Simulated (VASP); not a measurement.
A run of VASP 6.6.1 is set up as follows.

The input POSCAR:

```
Mg2ZnO3
1.0
    2.9912043486      0.0000000000      0.0000000000
   -1.4956021743      2.5904589538      0.0000000000
    0.0000000000      0.0000000000      7.3061051335
Mg Zn O
2 1 3
Direct
    0.3333333333      0.6666666667      0.6659208986
    0.6666666667      0.3333333333      0.3340791014
    0.0000000000      0.0000000000      0.0000000000
    0.3333333333      0.6666666667      0.1717360261
    0.6666666667      0.3333333333      0.8282639739
    0.0000000000      0.0000000000      0.5000000000
```

File INCAR.step1:

```
SYSTEM = Mg2ZnO3
ALGO = Normal
EDIFF = 1E-4
ENCUT = 520
GGA = PE
ISMEAR = 0
LASPH = .TRUE.
LCHARG = .FALSE.
LREAL = .FALSE.
LWAVE = .TRUE.
NBANDS = 26
NELM = 60
PREC = Accurate
SIGMA = 0.01
```

The input INCAR.step2:

```
SYSTEM = Mg2ZnO3
ALGO = Normal
EDIFF = 1E-6
ENCUT = 520
ISIF = 2
ISMEAR = 0
ISTART = 1
LASPH = .TRUE.
LCHARG = .TRUE.
LELF = .TRUE.
LMIXTAU = .TRUE.
LREAL = .FALSE.
LVHAR = .TRUE.
LWAVE = .FALSE.
METAGGA = R2SCAN
NBANDS = 26
NELM = 60
PREC = Accurate
SIGMA = 0.01
```

The input KPOINTS:

```
k-points
0
G
  6 6 2
  0 0 0
```

Potentials or basis: VASP PAW PBE potentials, release 64 (Mg, Zn, O).

Command:

```sh
$ cat potpaw_PBE.64/Mg/POTCAR potpaw_PBE.64/Zn/POTCAR potpaw_PBE.64/O/POTCAR > POTCAR
$ cp INCAR.step1 INCAR
$ mpirun -np 1 vasp_std > vasp.out
$ cp INCAR.step2 INCAR
$ mpirun -np 1 vasp_std > vasp.out
```

What does it give for the band gap on the k mesh?

3.87 eV, indirect (least direct gap 3.96 eV).

Predict the largest force.

0.104 eV/Å.

Estimate the pressure.

-0.3 GPa.

Forces in eV/Å, atoms in the order of the input:
```
Mg   0.000  0.000 -0.006
Mg   0.000  0.000  0.006
Zn   0.000  0.000  0.000
O    0.000  0.000  0.104
O    0.000  0.000 -0.104
O    0.000  0.000  0.000
```

Caveat: the k points lie up to 0.43 Å⁻¹ apart; the PAW data sets were made with another functional, which shifts forces and pressure a little. r2SCAN opens gaps a little over a GGA but as a rule still falls short of measured ones.
